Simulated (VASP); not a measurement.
# WC (P-6m2) in VASP: notebook, part 3 of 3

VASP 6.6.1.

### Step 5. Single point, PBEsol (strain along c alone, the other axes held: +4.5 %)

INCAR

```
PREC = Accurate
ENCUT = 520
EDIFF = 1E-7
ISMEAR = 0
SIGMA = 0.1
LREAL = F
LASPH = T
NELM = 100
ALGO = Normal
ISIF = 2
LWAVE = F
LCHARG = F
GGA = PS
NBANDS = 16
```

KPOINTS

```
regular mesh
0
Gamma
  24 24 18
```

POSCAR

```
WC
1.0
    2.8984787829      0.0000000000      0.0000000000
   -1.4492393914      2.5101562583      0.0000000000
    0.0000000000      0.0000000000      2.9550059137
W C
1 1
Direct
    0.0000000000      0.0000000000      0.0000000000
    0.6666666667      0.3333333333      0.5000000000
```

Potentials or basis: VASP PAW PBE potentials, release 64 (W_sv, C).

Launch:

```sh
cat potpaw_PBE.64/W_sv/POTCAR potpaw_PBE.64/C/POTCAR > POTCAR
mpirun -np 1 vasp_std > vasp.out
```

OUTCAR:

```text
PREC = Accurate
   ENCUT = 520
   EDIFF = 1E-7
   ISMEAR = 0
   LREAL = F
   LASPH = T
   NELM = 100
   ISIF = 2
   GGA = PS

 ion  position               nearest neighbor table
   1  0.000  0.000  0.000-   2 2.23   2 2.23   2 2.23   2 2.23   2 2.23   2 2.23
   2  0.667  0.333  0.500-   1 2.23   1 2.23   1 2.23   1 2.23   1 2.23   1 2.23

  LATTYP: Found a hexagonal cell.
 ALAT       =     2.8984787829
 C/A-ratio  =     1.0195023442

  Lattice vectors:

 A1 = (   2.8984787829,   0.0000000000,   0.0000000000)
 A2 = (  -1.4492393914,   2.5101562583,   0.0000000000)
 A3 = (   0.0000000000,   0.0000000000,   2.9550059137)

Analysis of symmetry for initial positions (statically):
=====================================================================
 Subroutine PRICEL returns:
 Original cell was already a primitive cell.

 Routine SETGRP: Setting up the symmetry group for a
 hexagonal supercell.

 Subroutine GETGRP returns: Found 12 space group operations
 (whereof 12 operations were pure point group operations)
 out of a pool of 24 trial point group operations.

The static configuration has the point symmetry D_3h.

Analysis of symmetry for dynamics (positions and initial velocities):
=====================================================================
 Subroutine PRICEL returns:
 Original cell was already a primitive cell.

 Routine SETGRP: Setting up the symmetry group for a
 hexagonal supercell.

 Subroutine GETGRP returns: Found 12 space group operations
 (whereof 12 operations were pure point group operations)
 out of a pool of 24 trial point group operations.

The dynamic configuration has the point symmetry D_3h.
[... 105 lines left out ...]
   ISIF   =      2    stress and relaxation
   ISYM   =      2    0-nonsym 1-usesym 2-fastsym
   POTIM  = 0.5000    time-step for ionic-motion
   TEBEG  =    0.0;   TEEND  =   0.0 temperature during run
   PSTRESS=    0.0 pullay stress
   NELECT =      18.0000    total number of electrons
   NUPDOWN=      -1.0000    fix difference up-down
   EMIN   =  10.00;   EMAX   =-10.00  energy-range for DOS
   EFERMI =   0.00;   METHOD = LEGACY
   ISMEAR =     0;   SIGMA  =   0.10  broadening in eV -4-tet -1-fermi 0-gaus
   EFERMI_NEDOS =   21; number of points for ismear=-14 and -15
   IALGO  =     38    algorithm
   IMIX   =      4    mixing-type and parameters
     AMIX     =   0.40;   BMIX     =  1.00
     AMIX_MAG =   1.60;   BMIX_MAG =  1.00
  volume/ion in A,a.u.               =      10.75        72.54
  Fermi-wavevector in a.u.,A,eV,Ry     =   1.542964  2.915780 32.391925  2.380739
  Thomas-Fermi vector in A             =   2.648694
   LORBIT       =      0    0 simple, 1 ext, 2 COOP (PROOUT), +10 PAW based schemes
   GGA     = PS    functional components
   LHFCALC =     F    Hartree Fock is set to
   AEXX    =    0.0000 exact exchange contribution
   IVDW    =     0    specifies the selected vdW correction
   LEPSILON=     F    determine dielectric tensor
   LRPA    =     F    only Hartree local field effects (RPA)
 non-spin polarized calculation
 Gauss-broadening in eV      SIGMA  =   0.10
  energy-cutoff  :      520.00
  volume of cell :       21.50
 maximum number of plane-waves:       594
 NGX is ok and might be reduce to    24
   NGX = 11   NGY = 11   NGZ = 11

 number of electron      18.0000000 magnetization

 Free energy of the ion-electron system (eV)
  ---------------------------------------------------
  ext. energy  EPLUGINS =         0.00000000
  ---------------------------------------------------
  free energy    TOTEN  =       -23.79103809 eV

  energy without entropy =      -23.78986106  energy(sigma->0) =      -23.79044957

 E-fermi :  10.3926     XC(G=0): -13.7431

 val. band max:       10.3806132448   @ k =   0.3750   0.1667   0.0000
 cond. band min:      10.3985755937   @ k =   0.4583   0.0417   0.4444
 fundamental gap:      0.0179623488
 Fermi energy:        10.3926320505

 k-point     1 :       0.0000    0.0000    0.0000
  band No.  band energies     occupation
      1     -63.5923      2.00000
      2     -27.6590      2.00000
      3     -27.4264      2.00000
      4     -27.4264      2.00000
      5      -3.7054      2.00000
      6       6.2056      2.00000
[... 433 lines left out ...]
      3     -27.6262      2.00000
      4     -27.5430      2.00000
      5      -0.2939      2.00000
      6       3.6626      2.00000
[... 8 lines left out ...]
     15      22.9365      0.00000
     16      28.3435      0.00000

 [... further k-points ...]
[... 5 lines left out ...]
  --------------------------------------------------------------------------------------
  -------------------------------------------------------------------------------------
  Total       -0.8181839     -0.8181839     -5.0319592     -0.0000000     -0.0000000      0.0000000
  in kB      -60.9722589    -60.9722589   -374.9889380     -0.0000000     -0.0000000      0.0000000
  external PRESSURE =    -165.6444853 kB  Pullay stress =       0.0000000 kB

 VOLUME and BASIS-vectors are now :
 -----------------------------------------------------------------------------
  energy-cutoff  :      520.00
  volume of cell :       21.50
      direct lattice vectors                 reciprocal lattice vectors
     2.898478783  0.000000000  0.000000000     0.345008563  0.199190787  0.000000000
    -1.449239391  2.510156258  0.000000000     0.000000000  0.398381574  0.000000000
     0.000000000  0.000000000  2.955005914     0.000000000  0.000000000  0.338408798

 POSITION                                       TOTAL-FORCE (eV/Angst)
 -----------------------------------------------------------------------------------
      0.00000      0.00000      0.00000         0.000000      0.000000      0.000000
      1.44924      0.83672      1.47750        -0.000000      0.000000      0.000000
 -----------------------------------------------------------------------------------
    total drift:                               -0.000000      0.000000      0.000000

  FREE ENERGIE OF THE ION-ELECTRON SYSTEM (eV)
  ---------------------------------------------------
  free  energy   TOTEN  =       -23.7910380876 eV

  energy  without entropy=      -23.7898610567  energy(sigma->0) =      -23.79044957
```

Run time: 96 s. Hardware: 1 thread of Intel Xeon Platinum 8259CL at 2.50GHz (Skylake/Cascade Lake), shared host; peak memory 0.31 GiB.

What came out:

```
Free energy            : -23.7910 eV
Pressure               : -16.6 GPa
Band gap on the k mesh : zero (band 9 reaches 10.93 eV, above the bottom of band 10 at 9.84 eV)
```

Stress tensor (GPa, compression positive):
```
 -6.10   0.00   0.00
  0.00  -6.10   0.00
  0.00   0.00 -37.50
```

Caveat: the cell differs from its parent crystal (strain along c alone, the other axes held: +4.5 %); the PAW data sets were made with another functional, which shifts forces and pressure a little; spin-orbit coupling is left out, which moves the levels of the heavy elements.

### Step 6. Single point, PBEsol

This run uses another cell than the first one, of 9.31 Å³/atom, 0.905 times its volume.

INCAR

```
  PREC = Accurate
  ENCUT = 520
  EDIFF = 1E-6
  ISMEAR = 0
  SIGMA = 0.1
  LREAL = False
  LASPH = True
  NELM = 80
  ALGO = Normal
  ISIF = 2
  LWAVE = False
  LCHARG = True
  GGA = PS
  LELF = True
  LVHAR = True
  NBANDS = 16
```

KPOINTS

```
Automatic mesh
0
Gamma
  18 18 14
```

POSCAR

```
WC
1.0
    2.7958533527      0.0000000000      0.0000000000
   -1.3979266764      2.4212800287      0.0000000000
    0.0000000000      0.0000000000      2.7503507523
W C
1 1
Direct
    0.0000000000      0.0000000000      0.0000000000
    0.6666666667      0.3333333333      0.5000000000
```

Potentials or basis: VASP PAW PBE potentials, release 64 (W_sv, C).

Launch:

```sh
cat potpaw_PBE.64/W_sv/POTCAR potpaw_PBE.64/C/POTCAR > POTCAR
mpirun -np 1 vasp_std > vasp.out
```

OUTCAR:

```text
PREC = Accurate
   ENCUT = 520
   EDIFF = 1E-6
   ISMEAR = 0
   LREAL = False
   LASPH = True
   NELM = 80
   ISIF = 2
   GGA = PS

 ion  position               nearest neighbor table
   1  0.000  0.000  0.000-   2 2.12   2 2.12   2 2.12   2 2.12   2 2.12   2 2.12
   2  0.667  0.333  0.500-   1 2.12   1 2.12   1 2.12   1 2.12   1 2.12   1 2.12

  LATTYP: Found a hexagonal cell.
 ALAT       =     2.7958533527
 C/A-ratio  =     0.9837249689

  Lattice vectors:

 A1 = (   2.7958533527,   0.0000000000,   0.0000000000)
[... 192 lines left out ...]
      6       7.5397      2.00000
[... 433 lines left out ...]
      3     -25.3543      2.00000
      4     -24.9953      2.00000
      5       1.0971      2.00000
      6       5.1551      2.00000
[... 8 lines left out ...]
     15      27.8059      0.00000
     16      31.5774      0.00000

 [... further k-points ...]
[... 5 lines left out ...]
  --------------------------------------------------------------------------------------
  -------------------------------------------------------------------------------------
  Total        6.0349506      6.0349506      6.0894960     -0.0000000      0.0000000      0.0000000
  in kB      519.3221098    519.3221098    524.0158753     -0.0000000      0.0000000      0.0000000
  external PRESSURE =     520.8866983 kB  Pullay stress =       0.0000000 kB

 VOLUME and BASIS-vectors are now :
 -----------------------------------------------------------------------------
  energy-cutoff  :      520.00
  volume of cell :       18.62
      direct lattice vectors                 reciprocal lattice vectors
     2.795853353  0.000000000  0.000000000     0.357672551  0.206502343  0.000000000
    -1.397926676  2.421280029  0.000000000     0.000000000  0.413004687  0.000000000
     0.000000000  0.000000000  2.750350752     0.000000000  0.000000000  0.363589989

 POSITION                                       TOTAL-FORCE (eV/Angst)
 -----------------------------------------------------------------------------------
      0.00000      0.00000      0.00000        -0.000000      0.000000      0.000000
      1.39793      0.80709      1.37518         0.000000      0.000000      0.000000
 -----------------------------------------------------------------------------------
    total drift:                                0.000000     -0.000000      0.000000

  FREE ENERGIE OF THE ION-ELECTRON SYSTEM (eV)
  ---------------------------------------------------
  free  energy   TOTEN  =       -23.5999275119 eV

  energy  without entropy=      -23.5988216766  energy(sigma->0) =      -23.59937459
```

stdout:

```text
POSCAR found type information on POSCAR W C
 POSCAR found :  2 types and       2 ions
 scaLAPACK will be used
 -----------------------------------------------------------------------------
|                                                                             |
|                                                                             |
|     You enforced a specific xc type in the INCAR file but a different       |
|     I HOPE YOU KNOW WHAT YOU ARE DOING!                                     |
|                                                                             |
 -----------------------------------------------------------------------------

 LDA part: xc-table for (Slater+PW92), standard interpolation
 POSCAR, INCAR and KPOINTS ok, starting setup
 FFT: planning ... GRIDC
 FFT: planning ... GRID_SOFT
 FFT: planning ... GRID
 WAVECAR not read
 entering main loop
```

It took 22 s on 1 thread of Intel Xeon 6975P-C (Granite Rapids), shared host; peak memory 0.2 GiB.

The run converged, but its numbers aren't listed here, since they failed a check.

Caveat: the PAW data sets were made with another functional, which shifts forces and pressure a little; spin-orbit coupling is left out, which moves the levels of the heavy elements.

### Step 7. The runs side by side

| cell | gap on the mesh (eV) | pressure (GPa) |
| --- | --- | --- |
| a = 2.898, b = 2.898, c = 2.828 Å, angles 90.0, 90.0, 120.0°, 2 atoms | none | 1.3 |
| a = 2.898, b = 2.898, c = 2.870 Å, angles 90.0, 90.0, 120.0°, 2 atoms | none | -5.4 |
| a = 2.898, b = 2.898, c = 2.913 Å, angles 90.0, 90.0, 120.0°, 2 atoms | none | -11.2 |
| a = 2.898, b = 2.898, c = 2.955 Å, angles 90.0, 90.0, 120.0°, 2 atoms | none | -16.6 |

Alike in all rows: task single point; level PBEsol; potentials or basis VASP PAW PBE potentials, release 64 (W_sv, C); no spin polarisation; k mesh 24 × 24 × 18; cutoff (eV) 520; smearing gaussian 0.1 eV.

Caveats: the PAW data sets were made with another functional, which shifts forces and pressure a little; spin-orbit coupling is left out, which moves the levels of the heavy elements.

Total energies depend on the potentials used, so only differences within one code and one set of settings carry meaning.
